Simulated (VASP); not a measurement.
Input of a VASP 6.6.1 run:

File INCAR:

```
PREC = Accurate
ENCUT = 600
EDIFF = 1E-7
ISMEAR = -1
SIGMA = 0.05
LREAL = False
LASPH = True
NELM = 80
ALGO = Normal
ISIF = 3
LWAVE = False
LCHARG = False
GGA = RE
IBRION = 2
NSW = 60
EDIFFG = -0.01
```

The input KPOINTS:

```
Automatic mesh
0
Gamma
  10 10 2
```

The input POSCAR:

```
SiC
1.0
    3.0950000000      0.0000000000      0.0000000000
   -1.5475000000      2.6803486247      0.0000000000
    0.0000000000      0.0000000000     15.1700000000
Si C
6 6
Direct
    0.6666666667      0.3333333333      0.4583000000
    0.3333333333      0.6666666667      0.9583000000
    0.6666666667      0.3333333333      0.7917000000
    0.3333333333      0.6666666667      0.2917000000
    0.0000000000      0.0000000000      0.6250000000
    0.0000000000      0.0000000000      0.1250000000
    0.6666666667      0.3333333333      0.3333000000
    0.3333333333      0.6666666667      0.8333000000
    0.6666666667      0.3333333333      0.6667000000
    0.3333333333      0.6666666667      0.1667000000
    0.0000000000      0.0000000000      0.5000000000
    0.0000000000      0.0000000000      0.0000000000
```

Potentials or basis: VASP PAW PBE potentials, release 64 (Si, C).

The run is started by

```sh
$ cat potpaw_PBE.64/Si/POTCAR potpaw_PBE.64/C/POTCAR > POTCAR
$ mpirun -np 1 vasp_std > vasp.out
```

Problem. What does it give for the relaxed volume?

Solution. 10.59 Å³/atom.

Problem. Estimate the space group after relaxing (to 0.1 Å).

Solution. P6_3mc (No. 186).

Problem. Predict the relaxed cell.

Solution. a = 3.104 Å, b = 3.104 Å, c = 15.231 Å, α = 90.00°, β = 90.00°, γ = 120.00°.

Step by step:
```tsv
step	energy change (eV)	largest force (eV/Å)	pressure (GPa)	volume (Å³)
1	0.0000	0.1409	2.10	125.85
2	-0.0002	0.1087	-2.00	128.36
3	-0.0090	0.0281	0.00	127.10
4	-0.0090	0.0297	-0.04	127.12
5	-0.0091	0.0111	-0.06	127.14
6	-0.0091	0.0114	-0.06	127.14
7	-0.0091	0.0060	0.04	127.07
```

Caveat: the PAW data sets were made with another functional, which shifts forces and pressure a little. Zero-point motion and thermal expansion aren't in these numbers.
